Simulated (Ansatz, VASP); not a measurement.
# Two plane-wave programs on PbI2

Contents of INCAR:

```
SYSTEM = PbI2
ALGO = Normal
EDIFF = 1E-6
ENCUT = 500
GGA = PE
GGA_COMPAT = .FALSE.
ISIF = 2
ISMEAR = 0
LASPH = .TRUE.
LCHARG = .TRUE.
LELF = .TRUE.
LREAL = .FALSE.
LVHAR = .TRUE.
LWAVE = .FALSE.
NBANDS = 21
NELM = 120
PREC = Accurate
SIGMA = 0.01
```

KPOINTS

```
k-points
0
G
  4 4 3
  0 0 0
```

File POSCAR:

```
PbI2
1.0
    4.5550000000      0.0000000000      0.0000000000
   -2.2775000000      3.9447460000      0.0000000000
    0.0000000000      0.0000000000      6.9770000000
Pb I
1 2
Direct
    0.0000000000      0.0000000000      0.0000000000
    0.3333330000      0.6666670000      0.2650000000
    0.6666670000      0.3333330000      0.7350000000
```

Input for Ansatz:

```yaml
crystal:
  lattice:
    - [4.555, 0.0, 0.0]
    - [-2.2775, 3.944746, 0.0]
    - [0.0, 0.0, 6.977]
  atoms:
    - { symbol: Pb, position: [0.0, 0.0, 0.0] }
    - { symbol: I, position: [0.333333, 0.666667, 0.265] }
    - { symbol: I, position: [0.666667, 0.333333, 0.735] }
kpoints:
  mp_grid: { grid: [4, 4, 3] }
hamiltonian:
  xc: pbe
scf:
  occupations: { method: fixed }
basis:
  ecutwfc: "18 Ha"
output:
  forces: true
  stress: true
  eigenvalues: true
```

Alike in both runs: task single point; functional PBE; k mesh 4 × 4 × 3; no spin polarisation.

|  | VASP | Ansatz |
| --- | --- | --- |
| version | VASP 6.6.1 | Ansatz 0.2.0 |
| potentials or method | VASP PAW PBE potentials, release 64 (Pb_d, I), cutoff 500 eV | plane waves, PAW |
| occupations | gaussian, width 0.01 eV | fixed |
| valence electrons in the cell | 28 | 48 |

|  | VASP | Ansatz | Ansatz less VASP |
| --- | --- | --- | --- |
| gap on the k mesh at the Fermi level (eV) | 2.40 | 2.40 | +0.002 |
| pressure (GPa) | 1.8 | 1.8 | +0.02 |
| rms of the force components (eV/Å) | 0.084 | 0.084 | +0.0003 |

Atom by atom the forces differ by 0.000 eV/Å (rms over components). VASP's potentials hold 28 valence electrons a cell and Ansatz's 48, so a difference there can come from the potentials and not from the codes. Ansatz's warnings: structure snapped to symmetry.

Spin-orbit coupling is off throughout.
